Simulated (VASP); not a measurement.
Here is a VASP 6.6.1 calculation.

Contents of INCAR:

```
PREC = Accurate ; ENCUT = 520
EDIFF = 1E-6 ; ISMEAR = 0
SIGMA = 0.1 ; LREAL = False
LASPH = True ; NELM = 100
ALGO = Fast ; ISIF = 2
LWAVE = False ; LCHARG = False
GGA = PE ; NBANDS = 27
```

File KPOINTS:

```
regular mesh
0
Gamma
  8 8 8
```

Contents of POSCAR:

```
Li2Hg
1.0
   -3.1694844927      3.1694844927      3.0410413465
    3.1694844927     -3.1694844927      3.0410413465
    3.1694844927      3.1694844927     -3.0410413465
Li Hg
4 2
Direct
    0.6638400786      0.1638400786      0.8276801571
    0.1638400786      0.3361599214      0.5000000000
    0.3361599214      0.8361599214      0.1723198429
    0.8361599214      0.6638400786      0.5000000000
    0.2500000000      0.2500000000      0.0000000000
    0.7500000000      0.7500000000      0.0000000000
```

Potentials or basis: VASP PAW PBE potentials, release 64 (Li_sv, Hg).

Run with:

```sh
$ cat potpaw_PBE.64/Li_sv/POTCAR potpaw_PBE.64/Hg/POTCAR > POTCAR
$ mpirun -np 1 vasp_std > vasp.out
```

Question: Estimate the largest force.

Answer: 0.007 eV/Å.

Question: What does it give for the band gap on the k mesh?

Answer: Zero (bands 18 and 19 overlap by 1.96 eV).

Forces in eV/Å, atoms in the order of the input:
```
Li   0.005  0.005  0.000
Li  -0.005  0.005  0.000
Li  -0.005 -0.005  0.000
Li   0.005 -0.005  0.000
Hg   0.000  0.000  0.000
Hg   0.000  0.000  0.000
```

Caveat: spin-orbit coupling is left out, which moves the levels of the heavy elements.
